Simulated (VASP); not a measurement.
# Cr (Im-3m) in VASP: notebook, part 2 of 2

VASP 6.6.1. Earlier steps stand in the parts before.

## (3) Relaxation of cell and atoms, PBE

INCAR reads:

```
ALGO     = Normal         # electronic algorithm
EDIFF    = 1E-7           # SCF threshold, eV
EDIFFG   = -0.005         # ionic threshold
ENCUT    = 600            # plane-wave cutoff, eV
GGA      = PE             # functional
IBRION   = 2              # ionic algorithm
ISIF     = 3              # what is computed and relaxed
ISMEAR   = 0              # smearing method
LASPH    = T              # aspherical terms in the spheres
LCHARG   = F              # write CHGCAR
LREAL    = F              # projectors in reciprocal space
LWAVE    = F              # write WAVECAR
NELM     = 100            # most SCF steps
NSW      = 100            # ionic steps
PREC     = Accurate       # precision mode
SIGMA    = 0.1            # smearing width, eV
```

KPOINTS reads:

```
k-points
0
Gamma
  20 20 20
```

POSCAR reads:

```
Cr
1.0
   -1.4248462176      1.4248462176      1.4248462176
    1.4248462176     -1.4248462176      1.4248462176
    1.4248462176      1.4248462176     -1.4248462176
Cr
1
Direct
    0.0000000000      0.0000000000      0.0000000000
```

Potentials or basis: VASP PAW PBE potentials, release 64 (Cr_pv).

On the command line:

```sh
$ cat potpaw_PBE.64/Cr_pv/POTCAR > POTCAR
$ mpirun -np 1 vasp_std > vasp.out
```

OUTCAR:

```text
EDIFF = 1E-7
   EDIFFG = -0.005
   ENCUT = 600
   GGA = PE
   IBRION = 2
   ISIF = 3
   ISMEAR = 0
   LASPH = T
   LREAL = F
   NELM = 100
   NSW = 100
   PREC = Accurate

 ion  position               nearest neighbor table
   1  0.000  0.000  0.000-

  LATTYP: Found a body centered cubic cell.
 ALAT       =     2.8496924352

  Lattice vectors:

 A1 = (  -1.4248462176,   1.4248462176,   1.4248462176)
 A2 = (   1.4248462176,  -1.4248462176,   1.4248462176)
 A3 = (   1.4248462176,   1.4248462176,  -1.4248462176)

Analysis of symmetry for initial positions (statically):
=====================================================================
 Subroutine PRICEL returns:
 Original cell was already a primitive cell.

 Routine SETGRP: Setting up the symmetry group for a
 body centered cubic supercell.

 Subroutine GETGRP returns: Found 48 space group operations
 (whereof 48 operations were pure point group operations)
 out of a pool of 48 trial point group operations.

The static configuration has the point symmetry O_h .

Analysis of symmetry for dynamics (positions and initial velocities):
=====================================================================
 Subroutine PRICEL returns:
 Original cell was already a primitive cell.

 Routine SETGRP: Setting up the symmetry group for a
 body centered cubic supercell.

 Subroutine GETGRP returns: Found 48 space group operations
 (whereof 48 operations were pure point group operations)
 out of a pool of 48 trial point group operations.

The dynamic configuration has the point symmetry O_h .

 Subroutine INISYM returns: Found 48 space group operations
 (whereof 48 operations are pure point group operations),
 and found     1 'primitive' translations

----------------------------------------------------------------------------------------

                                     Primitive cell

  volume of cell :      11.5708

  direct lattice vectors                    reciprocal lattice vectors
    -1.424846218  1.424846218  1.424846218     0.000000000  0.350915063  0.350915063
     1.424846218 -1.424846218  1.424846218     0.350915063  0.000000000  0.350915063
     1.424846218  1.424846218 -1.424846218     0.350915063  0.350915063  0.000000000

  length of vectors
     2.467906042  2.467906042  2.467906042     0.496268841  0.496268841  0.496268841

  position of ions in fractional coordinates (direct lattice)
     0.000000000  0.000000000  0.000000000

  ion indices of the primitive-cell ions
   primitive index   ion index
                 1           1

----------------------------------------------------------------------------------------

 KPOINTS: k-points

Automatic generation of k-mesh.
 Grid dimensions read from file:
 generate k-points for:   20   20   20

 Generating k-lattice:

  Cartesian coordinates                     Fractional coordinates (reciprocal lattice)
     0.000000000  0.017545753  0.017545753     0.050000000  0.000000000  0.000000000
     0.017545753  0.000000000  0.017545753     0.000000000  0.050000000  0.000000000
     0.017545753  0.017545753  0.000000000     0.000000000  0.000000000  0.050000000

  Length of vectors
[... 38 lines left out ...]
   number of dos      NEDOS =    301   number of ions     NIONS =      1
   total plane-waves  NPLWV =   8000
   dimension x,y,z NGX =    20 NGY =   20 NGZ =   20
   dimension x,y,z NGXF=    40 NGYF=   40 NGZF=   40
   ions per type =               1
   NGX,Y,Z   is equivalent  to a cutoff of  13.47, 13.47, 13.47 a.u.
   NGXF,Y,Z  is equivalent  to a cutoff of  26.95, 26.95, 26.95 a.u.
 SYSTEM =  unknown system
   PREC   = accura    normal or accurate (medium, high low for compatibility)
   ISTART =      0    job   : 0-new  1-cont  2-samecut
   ICHARG =      2    charge: 1-file 2-atom 10-const
   ISPIN  =      1    spin polarized calculation?
   LNONCOLLINEAR =      F non collinear calculations
   LSORBIT =      F    spin-orbit coupling
   LASPH  =      T    aspherical Exc in radial PAW
   ENCUT  =  600.0 eV  44.10 Ry    6.64 a.u.   4.93  4.93  4.93*2*pi/ulx,y,z
   NELM   =    100;   NELMIN=  2; NELMDL= -5     # of ELM steps
   EDIFF  = 0.1E-06   stopping-criterion for ELM
   LREAL  =      F    real-space projection
   EDIFFG = -.5E-02   stopping-criterion for IOM
   NSW    =    100    number of steps for IOM
   IBRION =      2    ionic relax: 0-MD 1-quasi-New 2-CG
   NFREE  =      1    steps in history (QN), initial steepest desc. (CG)
   ISIF   =      3    stress and relaxation
   ISYM   =      2    0-nonsym 1-usesym 2-fastsym
   POTIM  = 0.5000    time-step for ionic-motion
   TEBEG  =    0.0;   TEEND  =   0.0 temperature during run
   PSTRESS=    0.0 pullay stress
   NELECT =      12.0000    total number of electrons
   NUPDOWN=      -1.0000    fix difference up-down
   EMIN   =  10.00;   EMAX   =-10.00  energy-range for DOS
   EFERMI =   0.00;   METHOD = LEGACY
   ISMEAR =     0;   SIGMA  =   0.10  broadening in eV -4-tet -1-fermi 0-gaus
   EFERMI_NEDOS =   21; number of points for ismear=-14 and -15
   IALGO  =     38    algorithm
   IMIX   =      4    mixing-type and parameters
     AMIX     =   0.40;   BMIX     =  1.00
     AMIX_MAG =   1.60;   BMIX_MAG =  1.00
  volume/ion in A,a.u.               =      11.57        78.08
  Fermi-wavevector in a.u.,A,eV,Ry     =   1.657094  3.131454 37.361080  2.745962
  Thomas-Fermi vector in A             =   2.744906
   LORBIT       =      0    0 simple, 1 ext, 2 COOP (PROOUT), +10 PAW based schemes
   GGA     = PE    functional components
   LHFCALC =     F    Hartree Fock is set to
   AEXX    =    0.0000 exact exchange contribution
   IVDW    =     0    specifies the selected vdW correction
   LEPSILON=     F    determine dielectric tensor
   LRPA    =     F    only Hartree local field effects (RPA)
 conjugate gradient relaxation of ions
 non-spin polarized calculation
 Gauss-broadening in eV      SIGMA  =   0.10
  energy-cutoff  :      600.00
  volume of cell :       11.57
 maximum number of plane-waves:       402
   NGX =  9   NGY =  9   NGZ =  9

--------------------------------------- Ionic step        1  -------------------------------------------

 number of electron      11.9999995 magnetization

 Free energy of the ion-electron system (eV)
  ---------------------------------------------------
  ext. energy  EPLUGINS =         0.00000000
  ---------------------------------------------------
  free energy    TOTEN  =        -9.51844711 eV

  energy without entropy =       -9.51499629  energy(sigma->0) =       -9.51672170

------------------------ aborting loop because EDIFF is reached ----------------------------------------

  FORCE on cell =-STRESS in cart. coord.  units (eV):
  Direction    XX          YY          ZZ          XY          YZ          ZX
  --------------------------------------------------------------------------------------
  -------------------------------------------------------------------------------------
  Total       -0.0773189     -0.0773189     -0.0773189      0.0000000      0.0000000      0.0000000
  in kB      -10.7061210    -10.7061210    -10.7061210      0.0000000      0.0000000      0.0000000
  external PRESSURE =     -10.7061210 kB  Pullay stress =       0.0000000 kB
[... 57 lines left out ...]
--------------------------------------- Ionic step        3  -------------------------------------------

 number of electron      11.9999996 magnetization

 Free energy of the ion-electron system (eV)
  ---------------------------------------------------
  ext. energy  EPLUGINS =         0.00000000
  ---------------------------------------------------
  free energy    TOTEN  =        -9.51860266 eV

  energy without entropy =       -9.51517319  energy(sigma->0) =       -9.51688792

 E-fermi :  11.0244     XC(G=0): -13.6874

 val. band max:       11.0198640119   @ k =   0.4500   0.1000   0.0000
 cond. band min:      11.0335428420   @ k =  -0.1500   0.2000   0.1000
 fundamental gap:      0.0136788301
 Fermi energy:        11.0243924762

 k-point     1 :       0.0000    0.0000    0.0000
  band No.  band energies     occupation
      1     -31.7169      2.00000
      2     -31.7169      2.00000
      3     -31.7169      2.00000
      4       3.1407      2.00000
      5      10.0921      2.00000
      6      10.0921      2.00000
      7      10.0921      2.00000
      8      12.1521      0.00000
      9      12.1521      0.00000
     10      18.1156      0.00000
[... 287 lines left out ...]
 k-point    24 :       0.2500    0.1000    0.0000
  band No.  band energies     occupation
      1     -32.3395      2.00000
      2     -31.9177      2.00000
      3     -31.7519      2.00000
      4       6.3338      2.00000
      5       9.0406      2.00000
      6       9.5638      2.00000
      7      11.7750      0.00000
      8      12.4316      0.00000
      9      12.7686      0.00000
     10      18.1145      0.00000

 [... further k-points ...]
[... 5 lines left out ...]
  --------------------------------------------------------------------------------------
  -------------------------------------------------------------------------------------
  Total        0.0004954      0.0004954      0.0004954      0.0000000      0.0000000      0.0000000
  in kB        0.0688839      0.0688839      0.0688839      0.0000000      0.0000000      0.0000000
  external PRESSURE =       0.0688839 kB  Pullay stress =       0.0000000 kB
[... 16 lines left out ...]
  FREE ENERGIE OF THE ION-ELECTRON SYSTEM (eV)
  ---------------------------------------------------
  free  energy   TOTEN  =        -9.5186026553 eV

  energy  without entropy=       -9.5151731923  energy(sigma->0) =       -9.51688792

 reached required accuracy - stopping structural energy minimisation
```

Wall time 26 s (1 thread of Intel Xeon 6975P-C (Granite Rapids), shared host); peak memory 0.16 GiB.

What came out:

| Property | Result |
| --- | --- |
| Free energy | -9.5186 eV |
| Relaxed volume | 11.52 Å³/atom |
| Relaxed cell | a = 2.465 Å, b = 2.465 Å, c = 2.465 Å, α = 109.47°, β = 109.47°, γ = 109.47° |
| Space group after relaxing (to 0.05 Å) | Im-3m (No. 229) |
| Energy gained by relaxing | 0.2 meV/atom |
| Ionic steps | 3 |
| Pressure after relaxing | 0.0 GPa |
| Band gap on the k mesh | zero (band 6 reaches 13.46 eV, above the bottom of band 7 at 10.09 eV) |

The path:
```tsv
step	energy change (eV)	largest force (eV/Å)	pressure (GPa)	volume (Å³)
1	0.0000	0.0000	-1.07	11.57
2	0.0003	0.0000	1.87	11.44
3	-0.0002	0.0000	0.01	11.52
```

Final structure:
```
Cr
1.0
    -1.42291    1.42291    1.42291
     1.42291   -1.42291    1.42291
     1.42291    1.42291   -1.42291
Cr
1
Direct
  0.00000 0.00000 0.00000
```

Levels at points of the mesh, in eV from the Fermi level:
```tsv
k point	band 3	band 4	band 5	band 6	band 7	band 8	band 9	band 10
(0.00, 0.00, 0.00)	-42.74	-7.88	-0.93	-0.93	-0.93	1.13	1.13	7.09
(0.50, 0.00, 0.00)	-42.75	-4.46	-2.48	1.10	1.13	1.47	2.83	7.08
(0.50, 0.50, 0.50)	-43.37	-4.34	-4.34	2.43	2.43	2.43	7.09	10.61
```

Caveat: the run has no spin polarisation, though such a crystal can be magnetic.

## (4) Single point, PBE

INCAR reads:

```
PREC = Accurate
ENCUT = 520
EDIFF = 1E-7
ISMEAR = -1
SIGMA = 0.15
LREAL = False
LASPH = True
NELM = 100
ALGO = Fast
ISIF = 2
LWAVE = False
LCHARG = False
GGA = PE
NBANDS = 12
```

KPOINTS reads:

```
regular mesh
0
Gamma
  20 20 20
```

POSCAR reads:

```
Cr
1.0
   -1.4246640352      1.4246640352      1.4246640352
    1.4246640352     -1.4246640352      1.4246640352
    1.4246640352      1.4246640352     -1.4246640352
Cr
1
Direct
    0.0000000000      0.0000000000      0.0000000000
```

On the command line:

```sh
$ cat potpaw_PBE.64/Cr_pv/POTCAR > POTCAR
$ mpirun -np 1 vasp_std > vasp.out
```

Run time: 84 s. Hardware: 1 thread of AMD EPYC 7R13, shared host; peak memory 0.11 GiB.

Results (log left out):

```
Free energy            : -9.5436 eV
Pressure               : -0.5 GPa
Band gap on the k mesh : zero (band 6 reaches 13.40 eV, above the bottom of band 7 at 10.05 eV)
```

Levels at points of the mesh, in eV from the Fermi level:
```tsv
k point	band 4	band 5	band 6	band 7	band 8	band 9
(0.00, 0.00, 0.00)	-7.83	-0.88	-0.88	-0.88	1.17	1.17
(0.50, 0.00, 0.00)	-4.40	-2.42	1.13	1.17	1.51	2.86
(0.50, 0.50, 0.50)	-4.28	-4.28	2.47	2.47	2.47	7.14
```

Caveat: the run has no spin polarisation, though such a crystal can be magnetic.

## (5) Overview

```csv
task,cell,cutoff (eV),smearing,gap on the mesh (eV),pressure (GPa)
single point,"a = 2.466 Å, angles 109.5°, 1 atom",520,gaussian 0.1 eV,none,-1.1
relaxation of cell and atoms,"relaxed from a = 2.468 Å, angles 109.5°, 1 atom",600,gaussian 0.1 eV,none,0.0
single point,"a = 2.468 Å, angles 109.5°, 1 atom",520,fermi-dirac 0.15 eV,none,-0.5
```

Alike in all rows: level PBE; potentials or basis VASP PAW PBE potentials, release 64 (Cr_pv); no spin polarisation; k mesh 20 × 20 × 20.

Caveats: the run has no spin polarisation, though such a crystal can be magnetic.

Absolute energies hang on the potentials; compare differences alone.
